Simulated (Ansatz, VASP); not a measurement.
## H in VASP and in Ansatz

```
CELL_PARAMETERS angstrom
3.87684 0.00000 0.00000
-1.93842 3.35744 0.00000
0.00000 0.00000 5.43254
ATOMIC_POSITIONS crystal
H 0.33333 0.66667 0.18174
H 0.66667 0.33333 0.68174
H 0.66667 0.33333 0.81826
H 0.33333 0.66667 0.31826
```

Alike in both runs: task single point; functional r2SCAN; k mesh 9 × 9 × 4; occupations gaussian, width 0.02 eV; no spin polarisation.

|  | VASP | Ansatz |
| --- | --- | --- |
| version | VASP 6.6.1 | Ansatz 0.2.0 |
| potentials or method | VASP PAW PBE potentials, release 64 (H), cutoff 520 eV | scalar-relativistic, plane waves, PAW |
| valence electrons in the cell | 4 | 4 |

VASP gave:

* gap on the k mesh at the Fermi level (eV): 10.22
* least direct gap on the mesh (eV): 10.22
* pressure (GPa): -0.1

**Question.** Estimate Ansatz's values.

**Answer.** gap on the k mesh at the Fermi level (eV): 10.21; least direct gap on the mesh (eV): 10.21; pressure (GPa): 0.0.

VASP's potentials were made for PBE, not for r2SCAN.
